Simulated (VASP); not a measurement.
# LiH (Fm-3m) in VASP: equation of state with SCAN

Aim: the equation of state of LiH with SCAN.

Program: VASP 6.6.1. These are calculated values, not measurements. Logs are shortened: lines on timing, memory, paths and dates and some standing lists are left out, and cuts for length are marked.

### Step 1. The cell of the first run

The structure is cubic, space group Fm-3m (No. 225). Conventional cell: a = 4.074 Å, b = 4.074 Å, c = 4.074 Å, α = 90.00°, β = 90.00°, γ = 90.00°. Within 2.7 Å of Li (site symmetry m-3m) lie 6 H at 2.04 Å. Within 2.7 Å of H (site symmetry m-3m) lie 6 Li at 2.04 Å.

### Step 2. Equation of state, SCAN

Contents of POSCAR.step1:

```
LiH
1.0
    0.0000000000      1.9737168817      1.9737168817
    1.9737168817      0.0000000000      1.9737168817
    1.9737168817      1.9737168817      0.0000000000
Li H
1 1
Direct
    0.0000000000      0.0000000000      0.0000000000
    0.5000000000      0.5000000000      0.5000000000
```

Contents of POSCAR.step2:

```
LiH
1.0
    0.0000000000      1.9951720069      1.9951720069
    1.9951720069      0.0000000000      1.9951720069
    1.9951720069      1.9951720069      0.0000000000
Li H
1 1
Direct
    0.0000000000      0.0000000000      0.0000000000
    0.5000000000      0.5000000000      0.5000000000
```

Contents of POSCAR.step3:

```
LiH
1.0
    0.0000000000      2.0161753610      2.0161753610
    2.0161753610      0.0000000000      2.0161753610
    2.0161753610      2.0161753610      0.0000000000
Li H
1 1
Direct
    0.0000000000      0.0000000000      0.0000000000
    0.5000000000      0.5000000000      0.5000000000
```

Contents of POSCAR.step4:

```
LiH
1.0
    0.0000000000      2.0367500000      2.0367500000
    2.0367500000      0.0000000000      2.0367500000
    2.0367500000      2.0367500000      0.0000000000
Li H
1 1
Direct
    0.0000000000      0.0000000000      0.0000000000
    0.5000000000      0.5000000000      0.5000000000
```

Contents of POSCAR.step5:

```
LiH
1.0
    0.0000000000      2.0569171532      2.0569171532
    2.0569171532      0.0000000000      2.0569171532
    2.0569171532      2.0569171532      0.0000000000
Li H
1 1
Direct
    0.0000000000      0.0000000000      0.0000000000
    0.5000000000      0.5000000000      0.5000000000
```

Contents of POSCAR.step6:

```
LiH
1.0
    0.0000000000      2.0766964161      2.0766964161
    2.0766964161      0.0000000000      2.0766964161
    2.0766964161      2.0766964161      0.0000000000
Li H
1 1
Direct
    0.0000000000      0.0000000000      0.0000000000
    0.5000000000      0.5000000000      0.5000000000
```

Contents of POSCAR.step7:

```
LiH
1.0
    0.0000000000      2.0961059188      2.0961059188
    2.0961059188      0.0000000000      2.0961059188
    2.0961059188      2.0961059188      0.0000000000
Li H
1 1
Direct
    0.0000000000      0.0000000000      0.0000000000
    0.5000000000      0.5000000000      0.5000000000
```

Contents of INCAR:

```
SYSTEM = LiH
METAGGA = SCAN ; ISMEAR = 0
SIGMA = 0.03 ; LWAVE = .FALSE.
LCHARG = .FALSE. ; ISIF = 2
NSW = 0 ; PREC = Accurate
LASPH = .TRUE. ; LREAL = .FALSE.
ALGO = Normal ; EDIFF = 1E-7
NELM = 120 ; GGA_COMPAT = .FALSE.
ENCUT = 1050 ; EFERMI = MIDGAP
LMIXTAU = .TRUE. ; KPAR = 2
```

Contents of KPOINTS:

```
Automatic mesh
0
Gamma
  15 15 15
  0 0 0
```

Potentials or basis: VASP PAW PBE potentials, release 64 (Li_sv, H).

Run with:

```console
$ cat potpaw_PBE.64/Li_sv/POTCAR potpaw_PBE.64/H/POTCAR > POTCAR
$ cp POSCAR.step1 POSCAR
$ mpirun -np 2 vasp_std > vasp.out
$ cp POSCAR.step2 POSCAR
$ mpirun -np 2 vasp_std > vasp.out
$ cp POSCAR.step3 POSCAR
$ mpirun -np 2 vasp_std > vasp.out
$ cp POSCAR.step4 POSCAR
$ mpirun -np 2 vasp_std > vasp.out
$ cp POSCAR.step5 POSCAR
$ mpirun -np 2 vasp_std > vasp.out
$ cp POSCAR.step6 POSCAR
$ mpirun -np 2 vasp_std > vasp.out
$ cp POSCAR.step7 POSCAR
$ mpirun -np 2 vasp_std > vasp.out
```

OUTCAR:

```text
SYSTEM = LiH
   METAGGA = SCAN
   ISMEAR = 0
   ISIF = 2
   NSW = 0
   PREC = Accurate
   LASPH = .TRUE.
   LREAL = .FALSE.
   EDIFF = 1E-7
   NELM = 120
   ENCUT = 1050
   EFERMI = MIDGAP

 ion  position               nearest neighbor table
   1  0.000  0.000  0.000-
   2  0.500  0.500  0.500-

  LATTYP: Found a face centered cubic cell.
 ALAT       =     4.1922118376

  Lattice vectors:

 A1 = (   0.0000000000,   2.0961059188,   2.0961059188)
 A2 = (   2.0961059188,   0.0000000000,   2.0961059188)
 A3 = (   2.0961059188,   2.0961059188,   0.0000000000)

Analysis of symmetry for initial positions (statically):
=====================================================================
 Subroutine PRICEL returns:
 Original cell was already a primitive cell.

 Routine SETGRP: Setting up the symmetry group for a
 face centered cubic supercell.

 Subroutine GETGRP returns: Found 48 space group operations
 (whereof 48 operations were pure point group operations)
 out of a pool of 48 trial point group operations.

The static configuration has the point symmetry O_h .

Analysis of symmetry for dynamics (positions and initial velocities):
=====================================================================
 Subroutine PRICEL returns:
 Original cell was already a primitive cell.

 Routine SETGRP: Setting up the symmetry group for a
 face centered cubic supercell.

 Subroutine GETGRP returns: Found 48 space group operations
 (whereof 48 operations were pure point group operations)
 out of a pool of 48 trial point group operations.

The dynamic configuration has the point symmetry O_h .

 Subroutine INISYM returns: Found 48 space group operations
 (whereof 48 operations are pure point group operations),
 and found     1 'primitive' translations

----------------------------------------------------------------------------------------

                                     Primitive cell

  volume of cell :      18.4192

  direct lattice vectors                    reciprocal lattice vectors
     0.000000000  2.096105919  2.096105919    -0.238537564  0.238537564  0.238537564
     2.096105919  0.000000000  2.096105919     0.238537564 -0.238537564  0.238537564
     2.096105919  2.096105919  0.000000000     0.238537564  0.238537564 -0.238537564

  length of vectors
     2.964341419  2.964341419  2.964341419     0.413159181  0.413159181  0.413159181

  position of ions in fractional coordinates (direct lattice)
     0.000000000  0.000000000  0.000000000
     0.500000000  0.500000000  0.500000000

  ion indices of the primitive-cell ions
   primitive index   ion index
                 1           1
                 2           2

----------------------------------------------------------------------------------------

 KPOINTS: Automatic mesh

Automatic generation of k-mesh.
 Grid dimensions read from file:
 generate k-points for:   15   15   15

 Generating k-lattice:

  Cartesian coordinates                     Fractional coordinates (reciprocal lattice)
    -0.015902504  0.015902504  0.015902504     0.066666667  0.000000000  0.000000000
     0.015902504 -0.015902504  0.015902504     0.000000000  0.066666667  0.000000000
     0.015902504  0.015902504 -0.015902504     0.000000000  0.000000000  0.066666667

  Length of vectors
     0.027543945  0.027543945  0.027543945

  Shift w.r.t. Gamma in fractional coordinates (k-lattice)
     0.000000000  0.000000000  0.000000000

 Subroutine IBZKPT returns following result:
 ===========================================

 Found    120 irreducible k-points:

 Following reciprocal coordinates:
            Coordinates               Weight
  0.000000  0.000000  0.000000      1.000000
  0.066667  0.000000  0.000000      8.000000
  0.133333  0.000000  0.000000      8.000000
  0.200000  0.000000  0.000000      8.000000
  0.266667  0.000000  0.000000      8.000000
  0.333333  0.000000  0.000000      8.000000
[... 16 lines left out ...]
  0.133333  0.133333  0.000000      6.000000
  0.200000  0.133333  0.000000     24.000000
 [... further k-points ...]
   k-points           NKPTS =    120   k-points in BZ     NKDIM =    120   number of bands    NBANDS=      6
   number of dos      NEDOS =    301   number of ions     NIONS =      2
   total plane-waves  NPLWV =  32768
   dimension x,y,z NGX =    32 NGY =   32 NGZ =   32
   dimension x,y,z NGXF=    64 NGYF=   64 NGZF=   64
   ions per type =               1   1
   NGX,Y,Z   is equivalent  to a cutoff of  17.95, 17.95, 17.95 a.u.
   NGXF,Y,Z  is equivalent  to a cutoff of  35.89, 35.89, 35.89 a.u.
 SYSTEM =  LiH
   PREC   = accura    normal or accurate (medium, high low for compatibility)
   ISTART =      0    job   : 0-new  1-cont  2-samecut
   ICHARG =      2    charge: 1-file 2-atom 10-const
   ISPIN  =      1    spin polarized calculation?
   LNONCOLLINEAR =      F non collinear calculations
   LSORBIT =      F    spin-orbit coupling
   LASPH  =      T    aspherical Exc in radial PAW
   ENCUT  = 1050.0 eV  77.17 Ry    8.78 a.u.   7.83  7.83  7.83*2*pi/ulx,y,z
   NELM   =    120;   NELMIN=  2; NELMDL=  0     # of ELM steps
   EDIFF  = 0.1E-06   stopping-criterion for ELM
   LREAL  =      F    real-space projection
   EDIFFG = 0.1E-05   stopping-criterion for IOM
   NSW    =      0    number of steps for IOM
   IBRION =     -1    ionic relax: 0-MD 1-quasi-New 2-CG
   NFREE  =      0    steps in history (QN), initial steepest desc. (CG)
   ISIF   =      2    stress and relaxation
   ISYM   =      2    0-nonsym 1-usesym 2-fastsym
   POTIM  = 0.5000    time-step for ionic-motion
   TEBEG  =    0.0;   TEEND  =   0.0 temperature during run

   SCALEE = 1.0000    scale energy and forces
   PSTRESS=    0.0 pullay stress
   NELECT =       4.0000    total number of electrons
   NUPDOWN=      -1.0000    fix difference up-down
   EMIN   =  10.00;   EMAX   =-10.00  energy-range for DOS
   EFERMI =   0.00;   METHOD = MIDGAP
   ISMEAR =     0;   SIGMA  =   0.03  broadening in eV -4-tet -1-fermi 0-gaus
   EFERMI_NEDOS =   21; number of points for ismear=-14 and -15
   IALGO  =     38    algorithm
   IMIX   =      4    mixing-type and parameters
     AMIX     =   0.40;   BMIX     =  1.00
     AMIX_MAG =   1.60;   BMIX_MAG =  1.00
  volume/ion in A,a.u.               =       9.21        62.15
  Fermi-wavevector in a.u.,A,eV,Ry     =   0.984022  1.859533 13.174520  0.968300
  Thomas-Fermi vector in A             =   2.115224
   LORBIT       =      0    0 simple, 1 ext, 2 COOP (PROOUT), +10 PAW based schemes
   METAGGA = SCAN    functional components
   LHFCALC =     F    Hartree Fock is set to
   AEXX    =    0.0000 exact exchange contribution
   IVDW    =     0    specifies the selected vdW correction
   LEPSILON=     F    determine dielectric tensor
   LRPA    =     F    only Hartree local field effects (RPA)

   CSHIFT  =0.1000    complex shift for real part using Kramers Kronig

   OMEGAMAX=  -1.0    maximum frequency
 non-spin polarized calculation
 Gauss-broadening in eV      SIGMA  =   0.03
  energy-cutoff  :     1050.00
  volume of cell :       18.42
 maximum number of plane-waves:      1440
   NGX = 15   NGY = 15   NGZ = 15

 number of electron       3.9999998 magnetization

 Free energy of the ion-electron system (eV)
  ---------------------------------------------------
  ext. energy  EPLUGINS =         0.00000000
  ---------------------------------------------------
  free energy    TOTEN  =        -6.81455280 eV

  energy without entropy =       -6.81455280  energy(sigma->0) =       -6.81455280

 E-fermi :   1.0582     XC(G=0):  -8.3831

 val. band max:       -0.7999538552   @ k =  -0.4667   0.4667   0.0000
 cond. band min:       2.9164480534   @ k =  -0.4667   0.4667   0.0000
 fundamental gap:      3.7164019086
 Fermi energy:         1.0582470991

 k-point     1 :       0.0000    0.0000    0.0000
  band No.  band energies     occupation
      1     -46.6704      2.00000
      2      -5.7373      2.00000
      3      15.0304      0.00000
      4      17.1186      0.00000
      5      17.1186      0.00000
      6      17.1186      0.00000

 k-point     2 :       0.0667    0.0000    0.0000
  band No.  band energies     occupation
      1     -46.6693      2.00000
      2      -5.6606      2.00000
      3      14.4087      0.00000
      4      16.5439      0.00000
      5      16.9244      0.00000
      6      16.9244      0.00000

 k-point     3 :       0.1333    0.0000    0.0000
  band No.  band energies     occupation
      1     -46.6661      2.00000
      2      -5.4330      2.00000
      3      12.7031      0.00000
      4      15.6221      0.00000
      5      16.5168      0.00000
      6      16.5168      0.00000

 k-point     4 :       0.2000    0.0000    0.0000
  band No.  band energies     occupation
      1     -46.6614      2.00000
      2      -5.0640      2.00000
      3      10.5941      0.00000
      4      14.8052      0.00000
      5      16.1290      0.00000
      6      16.1290      0.00000

 k-point     5 :       0.2667    0.0000    0.0000
  band No.  band energies     occupation
      1     -46.6560      2.00000
      2      -4.5748      2.00000
      3       8.5495      0.00000
      4      14.1016      0.00000
      5      15.8709      0.00000
      6      15.8709      0.00000
[... 136 lines left out ...]
 k-point    21 :      -0.1333    0.0667    0.0000
  band No.  band energies     occupation
      1     -46.6638      2.00000
      2      -5.2564      2.00000
      3      11.9924      0.00000
      4      14.0458      0.00000
      5      16.1224      0.00000
      6      17.4430      0.00000

 k-point    22 :      -0.0667    0.0667    0.0000
  band No.  band energies     occupation
      1     -46.6675      2.00000
      2      -5.5331      2.00000
      3      13.6338      0.00000
      4      15.2505      0.00000
      5      16.5676      0.00000
      6      17.3862      0.00000

 k-point    23 :       0.1333    0.1333    0.0000
  band No.  band energies     occupation
      1     -46.6647      2.00000
      2      -5.3239      2.00000
      3      13.0571      0.00000
      4      14.7041      0.00000
      5      14.7041      0.00000
      6      18.0899      0.00000

 k-point    24 :       0.2000    0.1333    0.0000
  band No.  band energies     occupation
      1     -46.6612      2.00000
      2      -5.0418      2.00000
      3      11.7439      0.00000
      4      13.7672      0.00000
      5      14.0383      0.00000
      6      17.7899      0.00000

 [... further k-points ...]
[... 5 lines left out ...]
  --------------------------------------------------------------------------------------
  -------------------------------------------------------------------------------------
  Total       -0.5047237     -0.5047237     -0.5047237      0.0000000      0.0000000     -0.0000000
  in kB      -43.9030410    -43.9030410    -43.9030410      0.0000000      0.0000000     -0.0000000
  external PRESSURE =     -43.9030410 kB  Pullay stress =       0.0000000 kB

 VOLUME and BASIS-vectors are now :
 -----------------------------------------------------------------------------
  energy-cutoff  :     1050.00
  volume of cell :       18.42
      direct lattice vectors                 reciprocal lattice vectors
     0.000000000  2.096105919  2.096105919    -0.238537564  0.238537564  0.238537564
     2.096105919  0.000000000  2.096105919     0.238537564 -0.238537564  0.238537564
     2.096105919  2.096105919  0.000000000     0.238537564  0.238537564 -0.238537564

 POSITION                                       TOTAL-FORCE (eV/Angst)
 -----------------------------------------------------------------------------------
      0.00000      0.00000      0.00000         0.000000      0.000000     -0.000000
      2.09611      2.09611      2.09611        -0.000000     -0.000000      0.000000
 -----------------------------------------------------------------------------------
    total drift:                                0.000000     -0.000000     -0.000000

  FREE ENERGIE OF THE ION-ELECTRON SYSTEM (eV)
  ---------------------------------------------------
  free  energy   TOTEN  =        -6.8145528031 eV

  energy  without entropy=       -6.8145528031  energy(sigma->0) =       -6.81455280
```

It took 6 min on 2 MPI ranks of Intel Xeon Platinum 8488C (Sapphire Rapids), shared host; peak memory 0.19 GiB.

Results:

```
Equilibrium volume                      : 7.95 Å³/atom
Bulk modulus                            : 38 GPa
Pressure derivative of the bulk modulus : 3.3 (rough: it moves with the points fitted)
```

Energy against volume, from the lowest point:
```csv
volume (Å³/atom),energy (meV/atom)
7.689,1.10
7.942,0.00
8.196,0.91
8.449,3.56
8.703,7.49
8.956,12.69
9.210,19.18
```

Caveat: the PAW data sets were made with another functional, which shifts forces and pressure a little.
